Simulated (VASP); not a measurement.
# Ir (C2/m) in VASP: a series of runs

The runs below take Ir through single point, with PBEsol.

Everything below comes from runs of VASP 6.6.1. Logs are shortened: lines on timing, memory, paths and dates and some standing lists are left out, and cuts for length are marked.

## 1. The cell of the first run

It takes space group C2/m (No. 12, monoclinic). The conventional cell has a = 4.754 Å, b = 2.745 Å, c = 4.447 Å, α = 90.00°, β = 90.00°, γ = 90.00°. Within 2.8 Å of Ir (site symmetry m) lie 9 Ir at 2.08 to 2.74 Å.

## 2. Single point, PBEsol (shortest bond scaled by 0.76)

File INCAR:

```
  PREC = Accurate
  ENCUT = 520
  EDIFF = 1E-7
  ISMEAR = -1
  SIGMA = 0.05
  LREAL = False
  LASPH = True
  NELM = 60
  ALGO = Normal
  ISIF = 2
  LWAVE = False
  LCHARG = False
  GGA = PS
  NBANDS = 16
```

File KPOINTS:

```
regular mesh
0
Gamma
  13 13 7
```

File POSCAR:

```
Ir
1.0
    2.7448628762      0.0000000000      0.0000000000
   -1.3724314381      2.3771209807      0.0000000000
    0.0000000000      0.0000000000      4.4466778595
Ir
2
Direct
    0.2533333333      0.6266666667      0.1900000000
    0.7466666667      0.3733333333      0.8100000000
```

Potentials or basis: VASP PAW PBE potentials, release 64 (Ir).

Command:

```sh
cat potpaw_PBE.64/Ir/POTCAR > POTCAR
mpirun -np 1 vasp_std > vasp.out
```

OUTCAR:

```text
PREC = Accurate
   ENCUT = 520
   EDIFF = 1E-7
   ISMEAR = -1
   LREAL = False
   LASPH = True
   NELM = 60
   ISIF = 2
   GGA = PS

 ion  position               nearest neighbor table
   1  0.253  0.627  0.190-   2 2.08   2 2.47   2 2.47   2 3.01   2 3.30   2 3.30
   2  0.747  0.373  0.810-   1 2.08   1 2.47   1 2.47   1 3.01   1 3.30   1 3.30

  LATTYP: Found a hexagonal cell.
 ALAT       =     2.7448628762
 C/A-ratio  =     1.6200000000

  Lattice vectors:

 A1 = (   2.7448628762,   0.0000000000,   0.0000000000)
 A2 = (  -1.3724314381,   2.3771209807,   0.0000000000)
 A3 = (   0.0000000000,   0.0000000000,   4.4466778595)

Analysis of symmetry for initial positions (statically):
=====================================================================
 Subroutine PRICEL returns:
 Original cell was already a primitive cell.

 Routine SETGRP: Setting up the symmetry group for a
 hexagonal supercell.

 Subroutine GETGRP returns: Found  4 space group operations
 (whereof  4 operations were pure point group operations)
 out of a pool of 24 trial point group operations.

The static configuration has the point symmetry C_2h.

Analysis of symmetry for dynamics (positions and initial velocities):
=====================================================================
 Subroutine PRICEL returns:
 Original cell was already a primitive cell.

 Routine SETGRP: Setting up the symmetry group for a
 hexagonal supercell.

 Subroutine GETGRP returns: Found  4 space group operations
 (whereof  4 operations were pure point group operations)
 out of a pool of 24 trial point group operations.

The dynamic configuration has the point symmetry C_2h.

 Subroutine INISYM returns: Found  4 space group operations
 (whereof  4 operations are pure point group operations),
 and found     1 'primitive' translations

----------------------------------------------------------------------------------------

                                     Primitive cell

  volume of cell :      29.0140

  direct lattice vectors                    reciprocal lattice vectors
     2.744862876  0.000000000  0.000000000     0.364316924  0.210338474  0.000000000
    -1.372431438  2.377120981  0.000000000     0.000000000  0.420676948  0.000000000
     0.000000000  0.000000000  4.446677860     0.000000000  0.000000000  0.224886990

  length of vectors
     2.744862876  2.744862876  4.446677860     0.420676948  0.420676948  0.224886990

  position of ions in fractional coordinates (direct lattice)
     0.253333333  0.626666667  0.190000000
     0.746666667  0.373333333  0.810000000

  ion indices of the primitive-cell ions
   primitive index   ion index
                 1           1
                 2           2

----------------------------------------------------------------------------------------

 KPOINTS: regular mesh

Automatic generation of k-mesh.
 Grid dimensions read from file:
 generate k-points for:   13   13    7

 Generating k-lattice:

  Cartesian coordinates                     Fractional coordinates (reciprocal lattice)
     0.028024379  0.016179883  0.000000000     0.076923077  0.000000000  0.000000000
     0.000000000  0.032359765  0.000000000     0.000000000  0.076923077  0.000000000
     0.000000000  0.000000000  0.032126713     0.000000000  0.000000000  0.142857143

  Length of vectors
     0.032359765  0.032359765  0.032126713

  Shift w.r.t. Gamma in fractional coordinates (k-lattice)
     0.000000000  0.000000000  0.000000000

 Subroutine IBZKPT returns following result:
 ===========================================

 Found    322 irreducible k-points:

 Following reciprocal coordinates:
            Coordinates               Weight
  0.000000  0.000000  0.000000      1.000000
  0.076923 -0.000000  0.000000      2.000000
  0.000000  0.076923  0.000000      4.000000
  0.153846 -0.000000  0.000000      2.000000
  0.000000  0.153846  0.000000      4.000000
  0.230769 -0.000000  0.000000      2.000000
[... 16 lines left out ...]
 -0.076923  0.384615  0.000000      4.000000
 -0.384615  0.307692  0.000000      4.000000
 [... further k-points ...]
   k-points           NKPTS =    322   k-points in BZ     NKDIM =    322   number of bands    NBANDS=     16
   number of dos      NEDOS =    301   number of ions     NIONS =      2
   total plane-waves  NPLWV =  14400
   dimension x,y,z NGX =    20 NGY =   20 NGZ =   36
   dimension x,y,z NGXF=    40 NGYF=   40 NGZF=   72
   ions per type =               2
   NGX,Y,Z   is equivalent  to a cutoff of  12.11, 12.11, 13.46 a.u.
   NGXF,Y,Z  is equivalent  to a cutoff of  24.23, 24.23, 26.92 a.u.
 SYSTEM =  unknown system
   PREC   = accura    normal or accurate (medium, high low for compatibility)
   ISTART =      0    job   : 0-new  1-cont  2-samecut
   ICHARG =      2    charge: 1-file 2-atom 10-const
   ISPIN  =      1    spin polarized calculation?
   LNONCOLLINEAR =      F non collinear calculations
   LSORBIT =      F    spin-orbit coupling
   LASPH  =      T    aspherical Exc in radial PAW
   ENCUT  =  520.0 eV  38.22 Ry    6.18 a.u.   5.10  5.10  8.27*2*pi/ulx,y,z
   NELM   =     60;   NELMIN=  2; NELMDL= -5     # of ELM steps
   EDIFF  = 0.1E-06   stopping-criterion for ELM
   LREAL  =      F    real-space projection
   EDIFFG = 0.1E-05   stopping-criterion for IOM
   NSW    =      0    number of steps for IOM
   IBRION =     -1    ionic relax: 0-MD 1-quasi-New 2-CG
   NFREE  =      0    steps in history (QN), initial steepest desc. (CG)
   ISIF   =      2    stress and relaxation
   ISYM   =      2    0-nonsym 1-usesym 2-fastsym
   POTIM  = 0.5000    time-step for ionic-motion
   TEBEG  =    0.0;   TEEND  =   0.0 temperature during run
   PSTRESS=    0.0 pullay stress
   NELECT =      18.0000    total number of electrons
   NUPDOWN=      -1.0000    fix difference up-down
   EMIN   =  10.00;   EMAX   =-10.00  energy-range for DOS
   EFERMI =   0.00;   METHOD = LEGACY
   ISMEAR =    -1;   SIGMA  =   0.05  broadening in eV -4-tet -1-fermi 0-gaus
   EFERMI_NEDOS =   21; number of points for ismear=-14 and -15
   IALGO  =     38    algorithm
   IMIX   =      4    mixing-type and parameters
     AMIX     =   0.40;   BMIX     =  1.00
     AMIX_MAG =   1.60;   BMIX_MAG =  1.00
  volume/ion in A,a.u.               =      14.51        97.90
  Fermi-wavevector in a.u.,A,eV,Ry     =   1.396250  2.638530 26.524742  1.949514
  Thomas-Fermi vector in A             =   2.519622
   LORBIT       =      0    0 simple, 1 ext, 2 COOP (PROOUT), +10 PAW based schemes
   GGA     = PS    functional components
   LHFCALC =     F    Hartree Fock is set to
   AEXX    =    0.0000 exact exchange contribution
   IVDW    =     0    specifies the selected vdW correction
   LEPSILON=     F    determine dielectric tensor
   LRPA    =     F    only Hartree local field effects (RPA)
 non-spin polarized calculation
  energy-cutoff  :      520.00
  volume of cell :       29.01
 maximum number of plane-waves:       790
   NGX = 11   NGY = 11   NGZ = 17

 number of electron      18.0000001 magnetization

 Free energy of the ion-electron system (eV)
  ---------------------------------------------------
  ext. energy  EPLUGINS =         0.00000000
  ---------------------------------------------------
  free energy    TOTEN  =       -16.06876296 eV

  energy without entropy =      -16.05428585  energy(sigma->0) =      -16.06152440

 E-fermi :  10.0960     XC(G=0): -13.7535

 val. band max:       10.0916985853   @ k =  -0.3077   0.3077   0.4286
 cond. band min:      10.0988348326   @ k =  -0.4615   0.0000   0.4286
 fundamental gap:      0.0071362473
 Fermi energy:        10.0960471255

 k-point     1 :       0.0000    0.0000    0.0000
  band No.  band energies     occupation
      1      -1.1578      2.00000
      2       0.9591      2.00000
      3       3.7865      2.00000
      4       4.7602      2.00000
      5       5.0648      2.00000
      6       5.4273      2.00000
[... 8 lines left out ...]
     15      26.4142      0.00000
     16      30.0524      0.00000

 k-point     2 :       0.0769   -0.0000    0.0000
  band No.  band energies     occupation
      1      -0.9234      2.00000
      2       1.1810      2.00000
      3       3.7347      2.00000
      4       4.8636      2.00000
      5       5.0865      2.00000
      6       5.2237      2.00000
[... 8 lines left out ...]
     15      26.8603      0.00000
     16      28.7044      0.00000

 k-point     3 :       0.0000    0.0769    0.0000
  band No.  band energies     occupation
      1      -0.9256      2.00000
      2       1.1227      2.00000
      3       3.7223      2.00000
      4       4.6669      2.00000
      5       4.9686      2.00000
      6       5.5723      2.00000
[... 8 lines left out ...]
     15      26.6566      0.00000
     16      29.5398      0.00000

 k-point     4 :       0.1538   -0.0000    0.0000
  band No.  band energies     occupation
      1      -0.2593      2.00000
      2       1.7913      2.00000
      3       3.6257      2.00000
      4       4.3638      2.00000
      5       5.0867      2.00000
      6       5.7035      2.00000
[... 8 lines left out ...]
     15      27.3107      0.00000
     16      28.0549      0.00000
[... 324 lines left out ...]
 k-point    22 :       0.3077    0.0769    0.0000
  band No.  band energies     occupation
      1       1.8017      2.00000
      2       2.7532      2.00000
      3       3.1410      2.00000
      4       4.7696      2.00000
      5       4.9014      2.00000
      6       6.5419      2.00000
[... 8 lines left out ...]
     15      22.7223      0.00000
     16      25.6373      0.00000

 k-point    23 :      -0.0769    0.3846    0.0000
  band No.  band energies     occupation
      1       1.4925      2.00000
      2       2.0150      2.00000
      3       2.7079      2.00000
      4       4.1371      2.00000
      5       5.6333      2.00000
      6       6.2852      2.00000
[... 8 lines left out ...]
     15      23.2879      0.00000
     16      25.1066      0.00000

 k-point    24 :      -0.3846    0.3077    0.0000
  band No.  band energies     occupation
      1       1.6036      2.00000
      2       1.9835      2.00000
      3       2.8242      2.00000
      4       4.1367      2.00000
      5       5.7509      2.00000
      6       6.4743      2.00000
[... 8 lines left out ...]
     15      23.3768      0.00000
     16      25.4260      0.00000

 [... further k-points ...]

------------------------ aborting loop because EDIFF is reached ----------------------------------------

  FORCE on cell =-STRESS in cart. coord.  units (eV):
  Direction    XX          YY          ZZ          XY          YZ          ZX
  --------------------------------------------------------------------------------------
  -------------------------------------------------------------------------------------
  Total       11.3513919      5.3495267     18.5071930      5.1977677      5.1144932      8.8585601
  in kB      626.8333489    295.4053363   1021.9826668    287.0250784    282.4265906    489.1770915
  external PRESSURE =     648.0737840 kB  Pullay stress =       0.0000000 kB

 VOLUME and BASIS-vectors are now :
 -----------------------------------------------------------------------------
  energy-cutoff  :      520.00
  volume of cell :       29.01
      direct lattice vectors                 reciprocal lattice vectors
     2.744862876  0.000000000  0.000000000     0.364316924  0.210338474  0.000000000
    -1.372431438  2.377120981  0.000000000     0.000000000  0.420676948  0.000000000
     0.000000000  0.000000000  4.446677860     0.000000000  0.000000000  0.224886990

 POSITION                                       TOTAL-FORCE (eV/Angst)
 -----------------------------------------------------------------------------------
     -0.16469      1.48966      0.84487         5.100665      2.944870     13.956292
      1.53712      0.88746      3.60181        -5.100665     -2.944870    -13.956292
 -----------------------------------------------------------------------------------
    total drift:                               -0.000000     -0.000000      0.000000

  FREE ENERGIE OF THE ION-ELECTRON SYSTEM (eV)
  ---------------------------------------------------
  free  energy   TOTEN  =       -16.0687629566 eV

  energy  without entropy=      -16.0542858485  energy(sigma->0) =      -16.06152440
```

It took 3.5 min on 1 thread of Intel Xeon 8259CL, shared host; peak memory 0.21 GiB.

Results:

* Free energy: -16.0688 eV
* Pressure: 64.8 GPa
* Largest force: 15.148 eV/Å
* Band gap on the k mesh: zero (bands 9 and 10 overlap by 2.19 eV)

Forces on the atoms (eV/Å):
```
Ir    5.101   2.945  13.956
Ir   -5.101  -2.945 -13.956
```

Stress tensor (GPa, compression positive):
```
 62.68  28.70  48.92
 28.70  29.54  28.24
 48.92  28.24 102.20
```

Levels at points of the mesh, in eV from the Fermi level:
```
           k point  band 5  band 6  band 7  band 8  band 9  band 10  band 11  band 12  band 13  band 14
(0.00, 0.00, 0.00)   -5.03   -4.67   -3.08   -2.20   -0.27    -0.23     0.90     1.40     4.93    13.60
```

Caveat: the cell differs from its parent crystal (shortest bond scaled by 0.76); the cell stands under pressure; the PAW data sets were made with another functional, which shifts forces and pressure a little; spin-orbit coupling is left out, which moves the levels of the heavy elements.

## 3. Single point, PBEsol (shortest bond scaled by 0.7)

File INCAR:

```
SYSTEM = Ir
ALGO = Normal ; EDIFF = 1E-7
ENCUT = 520 ; GGA = PS
ISIF = 2 ; ISMEAR = -1
LASPH = .True. ; LCHARG = .True.
LELF = .True. ; LREAL = .False.
LVHAR = .True. ; LWAVE = .False.
NBANDS = 16 ; NELM = 100
PREC = Accurate ; SIGMA = 0.05
```

File KPOINTS:

```
k-points
0
Gamma
  13 13 7
  0 0 0
```

File POSCAR:

```
Ir
1.0
    2.7448628762      0.0000000000      0.0000000000
   -1.3724314381      2.3771209807      0.0000000000
    0.0000000000      0.0000000000      4.4466778595
Ir
2
Direct
    0.2333333333      0.6166666667      0.1750000000
    0.7666666667      0.3833333333      0.8250000000
```

Potentials or basis: VASP PAW PBE potentials, release 64 (Ir).

Command:

```sh
cat potpaw_PBE.64/Ir/POTCAR > POTCAR
mpirun -np 1 vasp_std > vasp.out
```

Wall time 3.8 min (1 thread of Intel Xeon 8259CL, shared host); peak memory 0.21 GiB.

It converged, with:

```
Free energy            : -12.8804 eV
Pressure               : 113.6 GPa
Largest force          : 25.168 eV/Å
Band gap on the k mesh : zero (bands 9 and 10 overlap by 1.78 eV)
```

Forces on the atoms (eV/Å):
```
Ir    8.853   5.111  22.999
Ir   -8.853  -5.111 -22.999
```

Stress tensor (GPa, compression positive):
```
111.78  48.01  77.46
 48.01  56.34  44.72
 77.46  44.72 172.78
```

Levels at points of the mesh, in eV from the Fermi level:
```csv
k point,band 7,band 8,band 9,band 10,band 11,band 12
"(0.00, 0.00, 0.00)",-3.40,-2.15,-0.23,0.33,1.01,1.93
```

Caveat: the cell differs from its parent crystal (shortest bond scaled by 0.7); atoms lie so close that the PAW spheres overlap strongly, which falsifies energies and pressures; the cell stands under pressure; the PAW data sets were made with another functional, which shifts forces and pressure a little; spin-orbit coupling is left out, which moves the levels of the heavy elements.
